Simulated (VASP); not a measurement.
# BAs (I-4m2) in VASP: notebook

BAs is run at these levels: PBE; tasks: single point.

Program: VASP 6.6.1. These are calculated values, not measurements. Logs are shortened: lines on timing, memory, paths and dates and some standing lists are left out, and cuts for length are marked.

## 1. The cell of the first run

It takes space group I-4m2 (No. 119, tetragonal). Conventional cell: a = 3.450 Å, b = 3.450 Å, c = 4.740 Å, α = 90.00°, β = 90.00°, γ = 90.00°. B (site symmetry -4m2) has 4 As at 2.09 Å within 2.8 Å. Within 2.8 Å of As (site symmetry -4m2) lie 4 B at 2.09 Å.

## 2. Single point, PBE (epitaxial xy strain +2.0%)

Contents of INCAR:

```
SYSTEM = BAs
PREC = Accurate
ENCUT = 520
EDIFF = 1E-6
ISMEAR = 0
SIGMA = 0.01
LREAL = .FALSE.
LASPH = .TRUE.
NELM = 80
ALGO = Normal
ISIF = 2
LWAVE = .FALSE.
LCHARG = .TRUE.
GGA = PE
LELF = .TRUE.
LVHAR = .TRUE.
NBANDS = 11
```

Contents of KPOINTS:

```
Automatic mesh
0
G
  6 6 6
  0 0 0
```

Contents of POSCAR:

```
BAs
1.0
    0.0000000000      2.4397049562      2.3697994758
    2.4397049562      0.0000000000      2.3697994758
    2.4397049562      2.4397049562      0.0000000000
B As
1 1
Direct
    0.0000000000      0.0000000000      0.0000000000
    0.2500000000      0.2500000000      0.2500000000
```

Potentials or basis: VASP PAW PBE potentials, release 64 (B, As).

Command:

```sh
cat potpaw_PBE.64/B/POTCAR potpaw_PBE.64/As/POTCAR > POTCAR
mpirun -np 1 vasp_std > vasp.out
```

OUTCAR:

```text
SYSTEM = BAs
   PREC = Accurate
   ENCUT = 520
   EDIFF = 1E-6
   ISMEAR = 0
   LREAL = .FALSE.
   LASPH = .TRUE.
   NELM = 80
   ISIF = 2
   GGA = PE

 ion  position               nearest neighbor table
   1  0.000  0.000  0.000-   2 2.09   2 2.09   2 2.09   2 2.09
   2  0.250  0.250  0.250-   1 2.09   1 2.09   1 2.09   1 2.09

  LATTYP: Found a body centered tetragonal cell.
 ALAT       =     3.4502638372
 C/A-ratio  =     1.3736917451

  Lattice vectors:

 A1 = (   0.0000000000,  -2.4397049562,  -2.3697994758)
 A2 = (   0.0000000000,   2.4397049562,  -2.3697994758)
 A3 = (   2.4397049562,   0.0000000000,   2.3697994758)

Analysis of symmetry for initial positions (statically):
=====================================================================
 Subroutine PRICEL returns:
 Original cell was already a primitive cell.

 Routine SETGRP: Setting up the symmetry group for a
 body centered tetragonal supercell.

 Subroutine GETGRP returns: Found  8 space group operations
 (whereof  8 operations were pure point group operations)
 out of a pool of 16 trial point group operations.

The static configuration has the point symmetry D_2d.

Analysis of symmetry for dynamics (positions and initial velocities):
=====================================================================
 Subroutine PRICEL returns:
 Original cell was already a primitive cell.

 Routine SETGRP: Setting up the symmetry group for a
 body centered tetragonal supercell.

 Subroutine GETGRP returns: Found  8 space group operations
 (whereof  8 operations were pure point group operations)
 out of a pool of 16 trial point group operations.

The dynamic configuration has the point symmetry D_2d.

 Subroutine INISYM returns: Found  8 space group operations
 (whereof  8 operations are pure point group operations),
 and found     1 'primitive' translations

----------------------------------------------------------------------------------------

                                     Primitive cell

  volume of cell :      28.2109

  direct lattice vectors                    reciprocal lattice vectors
     0.000000000  2.439704956  2.369799476    -0.204942814  0.204942814  0.210988316
     2.439704956  0.000000000  2.369799476     0.204942814 -0.204942814  0.210988316
     2.439704956  2.439704956  0.000000000     0.204942814  0.204942814 -0.210988316

  length of vectors
     3.401192413  3.401192413  3.450263837     0.358495723  0.358495723  0.358495723

  position of ions in fractional coordinates (direct lattice)
     0.000000000  0.000000000  0.000000000
     0.250000000  0.250000000  0.250000000

  ion indices of the primitive-cell ions
   primitive index   ion index
                 1           1
                 2           2

----------------------------------------------------------------------------------------

 KPOINTS: Automatic mesh

Automatic generation of k-mesh.
 Grid dimensions read from file:
 generate k-points for:    6    6    6

 Generating k-lattice:

  Cartesian coordinates                     Fractional coordinates (reciprocal lattice)
    -0.034157136  0.034157136  0.035164719     0.166666667  0.000000000  0.000000000
     0.034157136 -0.034157136  0.035164719     0.000000000  0.166666667  0.000000000
     0.034157136  0.034157136 -0.035164719     0.000000000  0.000000000  0.166666667

  Length of vectors
     0.059749287  0.059749287  0.059749287

  Shift w.r.t. Gamma in fractional coordinates (k-lattice)
     0.000000000  0.000000000  0.000000000

 Subroutine IBZKPT returns following result:
 ===========================================

 Found     30 irreducible k-points:

 Following reciprocal coordinates:
            Coordinates               Weight
  0.000000  0.000000  0.000000      1.000000
  0.166667  0.000000  0.000000      8.000000
  0.333333 -0.000000  0.000000      8.000000
  0.500000 -0.000000  0.000000      4.000000
  0.166667  0.166667  0.000000      2.000000
  0.333333  0.166667  0.000000      8.000000
[... 16 lines left out ...]
  0.333333  0.000000  0.333333      4.000000
  0.500000  0.000000  0.333333     16.000000
 [... further k-points ...]
   k-points           NKPTS =     30   k-points in BZ     NKDIM =     30   number of bands    NBANDS=     11
   number of dos      NEDOS =    301   number of ions     NIONS =      2
   total plane-waves  NPLWV =  21952
   dimension x,y,z NGX =    28 NGY =   28 NGZ =   28
   dimension x,y,z NGXF=    56 NGYF=   56 NGZF=   56
   ions per type =               1   1
   NGX,Y,Z   is equivalent  to a cutoff of  13.69, 13.69, 13.49 a.u.
   NGXF,Y,Z  is equivalent  to a cutoff of  27.37, 27.37, 26.98 a.u.
 SYSTEM =  BAs
   PREC   = accura    normal or accurate (medium, high low for compatibility)
   ISTART =      0    job   : 0-new  1-cont  2-samecut
   ICHARG =      2    charge: 1-file 2-atom 10-const
   ISPIN  =      1    spin polarized calculation?
   LNONCOLLINEAR =      F non collinear calculations
   LSORBIT =      F    spin-orbit coupling
   LASPH  =      T    aspherical Exc in radial PAW
   ENCUT  =  520.0 eV  38.22 Ry    6.18 a.u.   6.32  6.32  6.42*2*pi/ulx,y,z
   NELM   =     80;   NELMIN=  2; NELMDL= -5     # of ELM steps
   EDIFF  = 0.1E-05   stopping-criterion for ELM
   LREAL  =      F    real-space projection
   EDIFFG = 0.1E-04   stopping-criterion for IOM
   NSW    =      0    number of steps for IOM
   IBRION =     -1    ionic relax: 0-MD 1-quasi-New 2-CG
   NFREE  =      0    steps in history (QN), initial steepest desc. (CG)
   ISIF   =      2    stress and relaxation
   ISYM   =      2    0-nonsym 1-usesym 2-fastsym
   POTIM  = 0.5000    time-step for ionic-motion
   TEBEG  =    0.0;   TEEND  =   0.0 temperature during run
   PSTRESS=    0.0 pullay stress
   NELECT =       8.0000    total number of electrons
   NUPDOWN=      -1.0000    fix difference up-down
   EMIN   =  10.00;   EMAX   =-10.00  energy-range for DOS
   EFERMI =   0.00;   METHOD = LEGACY
   ISMEAR =     0;   SIGMA  =   0.01  broadening in eV -4-tet -1-fermi 0-gaus
   EFERMI_NEDOS =   21; number of points for ismear=-14 and -15
   IALGO  =     38    algorithm
   IMIX   =      4    mixing-type and parameters
     AMIX     =   0.40;   BMIX     =  1.00
     AMIX_MAG =   1.60;   BMIX_MAG =  1.00
  volume/ion in A,a.u.               =      14.11        95.19
  Fermi-wavevector in a.u.,A,eV,Ry     =   1.075555  2.032505 15.739482  1.156819
  Thomas-Fermi vector in A             =   2.211415
   LORBIT       =      0    0 simple, 1 ext, 2 COOP (PROOUT), +10 PAW based schemes
   GGA     = PE    functional components
   LHFCALC =     F    Hartree Fock is set to
   AEXX    =    0.0000 exact exchange contribution
   IVDW    =     0    specifies the selected vdW correction
   LEPSILON=     F    determine dielectric tensor
   LRPA    =     F    only Hartree local field effects (RPA)
 non-spin polarized calculation
 Gauss-broadening in eV      SIGMA  =   0.01
  energy-cutoff  :      520.00
  volume of cell :       28.21
 maximum number of plane-waves:       772
 NGX is ok and might be reduce to    28
   NGX = 13   NGY = 13   NGZ = 13

 number of electron       7.9999999 magnetization

 Free energy of the ion-electron system (eV)
  ---------------------------------------------------
  ext. energy  EPLUGINS =         0.00000000
  ---------------------------------------------------
  free energy    TOTEN  =       -11.38447942 eV

  energy without entropy =      -11.38447942  energy(sigma->0) =      -11.38447942

 E-fermi :   5.9862     XC(G=0): -10.4328

 val. band max:        5.9348921841   @ k =   0.0000   0.0000   0.0000
 cond. band min:       6.8181361933   @ k =   0.3333   0.3333   0.0000
 fundamental gap:      0.8832440092
 Fermi energy:         5.9862294473

 k-point     1 :       0.0000    0.0000    0.0000
  band No.  band energies     occupation
      1      -9.3348      2.00000
      2       5.6681      2.00000
      3       5.6681      2.00000
      4       5.9349      2.00000
      5       8.8683      0.00000
      6       9.0562      0.00000
      7       9.0562      0.00000
      8       9.9995      0.00000
      9      15.1783      0.00000
     10      18.1821      0.00000
     11      18.9030      0.00000

 k-point     2 :       0.1667    0.0000    0.0000
  band No.  band energies     occupation
      1      -8.8963      2.00000
      2       2.8514      2.00000
      3       4.9921      2.00000
      4       5.2113      2.00000
      5       8.8700      0.00000
      6       9.8327      0.00000
      7       9.8822      0.00000
      8      12.1041      0.00000
      9      16.5242      0.00000
     10      16.7536      0.00000
     11      17.1809      0.00000

 k-point     3 :       0.3333   -0.0000    0.0000
  band No.  band energies     occupation
      1      -7.6766      2.00000
      2      -0.8213      2.00000
      3       4.1458      2.00000
      4       4.4374      2.00000
      5       8.3941      0.00000
      6      10.4482      0.00000
      7      10.6197      0.00000
      8      14.2845      0.00000
      9      16.9507      0.00000
     10      17.6745      0.00000
     11      17.7312      0.00000
[... 267 lines left out ...]
 k-point    23 :       0.3333    0.0000    0.3333
  band No.  band energies     occupation
      1      -7.1154      2.00000
      2      -0.2094      2.00000
      3       2.4699      2.00000
      4       2.5385      2.00000
      5       7.1823      0.00000
      6       8.9350      0.00000
      7      14.3289      0.00000
      8      14.9597      0.00000
      9      16.7971      0.00000
     10      20.8931      0.00000
     11      21.4044      0.00000

 k-point    24 :       0.5000    0.0000    0.3333
  band No.  band energies     occupation
      1      -5.9069      2.00000
      2      -1.8586      2.00000
      3       0.9542      2.00000
      4       2.3136      2.00000
      5       7.7268      0.00000
      6       9.7223      0.00000
      7      14.6274      0.00000
      8      15.2656      0.00000
      9      17.6679      0.00000
     10      21.0929      0.00000
     11      21.5231      0.00000

 [... further k-points ...]

------------------------ aborting loop because EDIFF is reached ----------------------------------------

  FORCE on cell =-STRESS in cart. coord.  units (eV):
  Direction    XX          YY          ZZ          XY          YZ          ZX
  --------------------------------------------------------------------------------------
  -------------------------------------------------------------------------------------
  Total       -0.5466956     -0.5466956      0.4266687      0.0000000     -0.0000000      0.0000000
  in kB      -31.0484544    -31.0484544     24.2317727      0.0000000     -0.0000000      0.0000000
  external PRESSURE =     -12.6217121 kB  Pullay stress =       0.0000000 kB

 VOLUME and BASIS-vectors are now :
 -----------------------------------------------------------------------------
  energy-cutoff  :      520.00
  volume of cell :       28.21
      direct lattice vectors                 reciprocal lattice vectors
     0.000000000  2.439704956  2.369799476    -0.204942814  0.204942814  0.210988316
     2.439704956  0.000000000  2.369799476     0.204942814 -0.204942814  0.210988316
     2.439704956  2.439704956  0.000000000     0.204942814  0.204942814 -0.210988316

 POSITION                                       TOTAL-FORCE (eV/Angst)
 -----------------------------------------------------------------------------------
      0.00000      0.00000      0.00000        -0.000000     -0.000000     -0.000000
      1.21985      1.21985      1.18490         0.000000      0.000000      0.000000
 -----------------------------------------------------------------------------------
    total drift:                               -0.000000     -0.000000     -0.000000

  FREE ENERGIE OF THE ION-ELECTRON SYSTEM (eV)
  ---------------------------------------------------
  free  energy   TOTEN  =       -11.3844794191 eV

  energy  without entropy=      -11.3844794191  energy(sigma->0) =      -11.38447942
```

Run time: 13 s. Hardware: 1 thread of Intel Xeon 8259CL, shared host; peak memory 0.16 GiB.

Results:

- Free energy: -11.3845 eV
- Pressure: -1.3 GPa
- Band gap on the k mesh: 0.88 eV, indirect (least direct gap 2.93 eV)

Levels at points of the mesh, in eV from the valence-band top:
| k point | band 1 | band 2 | band 3 | band 4 | band 5 | band 6 | band 7 | band 8 |
| --- | --- | --- | --- | --- | --- | --- | --- | --- |
| (0.00, 0.00, 0.00) | -15.27 | -0.27 | -0.27 | 0.00 | 2.93 | 3.12 | 3.12 | 4.06 |
| (0.50, 0.00, 0.00) | -12.52 | -8.72 | -2.10 | -1.78 | 2.27 | 4.45 | 4.71 | 8.62 |
| (0.50, 0.50, 0.00) | -11.11 | -8.37 | -4.29 | -4.29 | 1.06 | 1.08 | 10.88 | 10.88 |
| (0.50, 0.00, 0.50) | -11.33 | -8.59 | -4.05 | -4.00 | 1.40 | 1.41 | 10.63 | 11.00 |

Caveat: the cell differs from its parent crystal (epitaxial xy strain +2.0%). A k mesh can miss the band edges.

(Continued in part 2 of 4.)
